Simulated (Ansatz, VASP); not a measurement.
**PbSe: VASP beside Ansatz**

The input INCAR:

```
SYSTEM = PbSe
PREC     = Accurate       ! precision mode
ENCUT    = 520            ! plane-wave cutoff, eV
EDIFF    = 1E-6           ! SCF threshold, eV
ISMEAR   = -1             ! smearing method
SIGMA    = 0.05           ! smearing width, eV
LREAL    = .False.        ! projectors in reciprocal space
LASPH    = .True.         ! aspherical terms in the spheres
NELM     = 60             ! most SCF steps
ALGO     = Normal         ! electronic algorithm
ISIF     = 2              ! what is computed and relaxed
LWAVE    = .False.        ! write WAVECAR
LCHARG   = .False.        ! write CHGCAR
GGA      = PS             ! functional
NBANDS   = 17             ! bands
```

The input KPOINTS:

```
regular mesh
0
Gamma
  6 6 6
  0 0 0
```

File POSCAR:

```
PbSe
1.0
    0.0000000000      3.0606500000      3.0606500000
    3.0606500000      0.0000000000      3.0606500000
    3.0606500000      3.0606500000      0.0000000000
Pb Se
1 1
Direct
    0.0000000000      0.0000000000      0.0000000000
    0.5000000000      0.5000000000      0.5000000000
```

The input input.yaml:

```yaml
crystal:
  lattice:
    - [0.0, 3.06065, 3.06065]
    - [3.06065, 0.0, 3.06065]
    - [3.06065, 3.06065, 0.0]
  atoms:
    - { symbol: Pb, position: [0.0, 0.0, 0.0] }
    - { symbol: Se, position: [0.5, 0.5, 0.5] }
kpoints:
  mp_grid: { grid: [6, 6, 6] }
  band_path:
    path:
      - [0.0, 0.0, 0.0]
      - [0.5, 0.0, 0.5]
      - [0.5, 0.25, 0.75]
      - [0.375, 0.375, 0.75]
      - [0.0, 0.0, 0.0]
      - [0.5, 0.5, 0.5]
      - [0.625, 0.25, 0.625]
      - [0.5, 0.25, 0.75]
    npoints: 6
scf:
  occupations: { method: fermi_dirac, width: 0.05 }
hamiltonian:
  xc: pbesol
  pseudopotentials: { kind: all_electron, lapw: { basis_error: 0.001 } }
output:
  forces: true
  stress: true
  eigenvalues: true
```

Alike in both runs: functional PBEsol; k mesh 6 × 6 × 6; occupations fermi-dirac, width 0.05 eV; no spin polarisation.

```csv
,VASP,Ansatz
version,VASP 6.6.1,Ansatz 0.2.0
potentials or method,"VASP PAW PBE potentials, release 64 (Pb_d, Se), cutoff 520 eV","all-electron LAPW, scalar-relativistic"
task,single point,band structure
```

Ansatz gave:

| Item | Value |
| --- | --- |
| gap on the k mesh at the Fermi level (eV) | 0.20 |
| least direct gap on the mesh (eV) | 0.20 |
| pressure (GPa) | -0.6 |

Q: Estimate VASP's values.

A: gap on the k mesh at the Fermi level (eV): 0.21; least direct gap on the mesh (eV): 0.21; pressure (GPa): -0.6.

VASP's potentials were made for PBE, not for PBEsol. Ansatz ran all-electron here, and VASP with PAW potentials.

Neither program's run includes spin-orbit coupling.
